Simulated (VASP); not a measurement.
A run of VASP 6.6.1:

Contents of INCAR:

```
  ALGO = Normal
  EDIFF = 1E-6
  ENCUT = 520
  GGA = PS
  ISIF = 2
  ISMEAR = 0
  LASPH = T
  LCHARG = F
  LREAL = F
  LWAVE = F
  NBANDS = 16
  NELM = 80
  PREC = Accurate
  SIGMA = 0.1
```

Contents of KPOINTS:

```
k-points
0
Gamma
  6 6 6
```

Contents of POSCAR:

```
ZrS
1.0
    0.0000000000      2.5850464901      2.5850464901
    2.5850464901      0.0000000000      2.5850464901
    2.5850464901      2.5850464901      0.0000000000
Zr S
1 1
Direct
    0.0000000000      0.0000000000      0.0000000000
    0.5000000000      0.5000000000      0.5000000000
```

Potentials or basis: VASP PAW PBE potentials, release 64 (Zr_sv, S).

Run with:

```console
$ cat potpaw_PBE.64/Zr_sv/POTCAR potpaw_PBE.64/S/POTCAR > POTCAR
$ mpirun -np 1 vasp_std > vasp.out
```

Hardware: 1 thread of AMD EPYC 7R43 64-Core Processor (Zen 3), on a shared host.

Task: Estimate the wall time of this run.

Result: It took 14 s on 1 thread of AMD EPYC 7R43 64-Core Processor (Zen 3), on a shared host, peak memory 0.12 GiB. Counts: scf iterations 12, k points 16.
